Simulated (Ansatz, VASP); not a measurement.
## One calculation of TiB2, two programs

The input INCAR:

```
SYSTEM = TiB2
ALGO = Normal ; EDIFF = 1E-6
ENCUT = 500 ; GGA = PE
GGA_COMPAT = .FALSE. ; ISIF = 2
ISMEAR = 0 ; LASPH = .TRUE.
LCHARG = .FALSE. ; LREAL = .FALSE.
LWAVE = .FALSE. ; NBANDS = 16
NELM = 120 ; PREC = Accurate
SIGMA = 0.1
```

File KPOINTS:

```
k-points
0
G
  6 6 6
  0 0 0
```

The input POSCAR:

```
TiB2
1.0
    3.0259270000      0.0000000000      0.0000000000
   -1.5129640000      2.6205300000      0.0000000000
    0.0000000000      0.0000000000      3.2287680000
Ti B
1 2
Direct
    0.0000000000      0.0000000000      0.0000000000
    0.3333330000      0.6666670000      0.5000000000
    0.6666670000      0.3333330000      0.5000000000
```

Input for Ansatz:

```yaml
crystal:
  lattice:
    - [3.025927, 0.0, 0.0]
    - [-1.512964, 2.62053, 0.0]
    - [0.0, 0.0, 3.228768]
  atoms:
    - { symbol: Ti, position: [0.0, 0.0, 0.0] }
    - { symbol: B, position: [0.333333, 0.666667, 0.5] }
    - { symbol: B, position: [0.666667, 0.333333, 0.5] }
basis:
  ecutwfc: 420
kpoints:
  mp_grid: { grid: [6, 6, 6] }
hamiltonian:
  xc: pbe
scf:
  occupations: { method: gaussian, width: 0.1 }
output:
  forces: true
  stress: true
  eigenvalues: true
```

Alike in both runs: task single point; functional PBE; k mesh 6 × 6 × 6; occupations gaussian, width 0.1 eV; no spin polarisation.

|  | VASP | Ansatz |
| --- | --- | --- |
| version | VASP 6.6.1 | Ansatz 0.2.0 |
| potentials or method | VASP PAW PBE potentials, release 64 (Ti_sv, B), cutoff 500 eV | scalar-relativistic, plane waves, PAW |
| valence electrons in the cell | 18 | 18 |

Ansatz gave:

| Item | Value |
| --- | --- |
| gap on the k mesh at the Fermi level (eV) | none |
| pressure (GPa) | 1.1 |
| traceless stress, the component that is largest in VASP (GPa) | -2.13 |

Question: Estimate VASP's values.

Answer: gap on the k mesh at the Fermi level (eV): none; pressure (GPa): 1.3; traceless stress, the component that is largest in VASP (GPa): -2.11.

A gap of «none» marks a metal or a gap that the smearing closes. Ansatz's warnings: structure snapped to symmetry.

The k mesh is coarse, so the values compare programs but aren't converged.
